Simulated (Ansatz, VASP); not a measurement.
**One calculation of NaH, two programs**

```
Na H
1.0
     0.00000    2.44000    2.44000
     2.44000    0.00000    2.44000
     2.44000    2.44000    0.00000
Na H
1 1
Direct
  0.00000 0.00000 0.00000
  0.50000 0.50000 0.50000
```

Alike in both runs: task relaxation of cell and atoms; functional RPBE; k mesh 8 × 8 × 8; occupations fermi-dirac, width 0.01 eV; no spin polarisation.

```csv
,VASP,Ansatz
version,VASP 6.6.1,Ansatz 0.2.0
potentials or method,"VASP PAW PBE potentials, release 64 (Na_pv, H)","plane waves, PAW"
plane-wave cutoff (eV),600,420
valence electrons in the cell,8,10
```

```csv
,VASP,Ansatz,Ansatz less VASP
relaxed volume (Å³/atom),14.94,14.94,+0.001
relaxed cell length with the largest relative difference (Å),3.483,3.483,+0.0001
```

VASP's potentials were made for PBE, not for RPBE. VASP's potentials hold 8 valence electrons a cell and Ansatz's 10, so a difference there can come from the potentials and not from the codes.
